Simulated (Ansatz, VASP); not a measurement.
One calculation of CsAg2, two programs

INCAR

```
SYSTEM = CsAg2
PREC = Accurate
ENCUT = 520
EDIFF = 1E-6
ISMEAR = 0
SIGMA = 0.1
LREAL = .False.
LASPH = .True.
NELM = 60
ALGO = Fast
ISIF = 2
LWAVE = .False.
LCHARG = .False.
GGA = PE
NBANDS = 40
```

File KPOINTS:

```
regular mesh
0
Gamma
  4 4 4
  0 0 0
```

File POSCAR:

```
CsAg2
1.0
    5.7592858835      0.0000000000      0.0000000000
    0.0000000000      5.7592858835      0.0000000000
    0.0000000000      0.0000000000      5.7592858835
Cs Ag
2 4
Direct
    0.0000000000      0.0000000000      0.0000000000
    0.5000000000      0.5000000000      0.5000000000
    0.2500000000      0.2500000000      0.2500000000
    0.2500000000      0.7500000000      0.7500000000
    0.7500000000      0.7500000000      0.2500000000
    0.7500000000      0.2500000000      0.7500000000
```

Input for Ansatz:

```yaml
crystal:
  lattice:
    - [5.7592858835, 0.0, 0.0]
    - [0.0, 5.7592858835, 0.0]
    - [0.0, 0.0, 5.7592858835]
  atoms:
    - { symbol: Cs, position: [0.0, 0.0, 0.0] }
    - { symbol: Cs, position: [0.5, 0.5, 0.5] }
    - { symbol: Ag, position: [0.25, 0.25, 0.25] }
    - { symbol: Ag, position: [0.25, 0.75, 0.75] }
    - { symbol: Ag, position: [0.75, 0.75, 0.25] }
    - { symbol: Ag, position: [0.75, 0.25, 0.75] }
basis:
  ecutwfc: 420
kpoints:
  mp_grid: { grid: [4, 4, 4] }
hamiltonian:
  xc: pbe
scf:
  occupations: { method: gaussian, width: 0.1 }
  lower_state_search: "off"
output:
  forces: true
  stress: true
  eigenvalues: true
```

Alike in both runs: task single point; functional PBE; k mesh 4 × 4 × 4; occupations gaussian, width 0.1 eV; no spin polarisation.

|  | VASP | Ansatz |
| --- | --- | --- |
| version | VASP 6.6.1 | Ansatz 0.2.0 |
| potentials or method | VASP PAW PBE potentials, release 64 (Cs_sv, Ag), cutoff 520 eV | scalar-relativistic, plane waves, PAW |
| valence electrons in the cell | 62 | 94 |

|  | VASP | Ansatz | Ansatz less VASP |
| --- | --- | --- | --- |
| gap on the k mesh at the Fermi level (eV) | none | none | - |
| pressure (GPa) | 20.3 | 18.9 | -1.36 |

A gap of «none» marks a metal or a gap that the smearing closes. VASP's potentials hold 62 valence electrons a cell and Ansatz's 94, so a difference there can come from the potentials and not from the codes.

Spin-orbit coupling is off throughout.
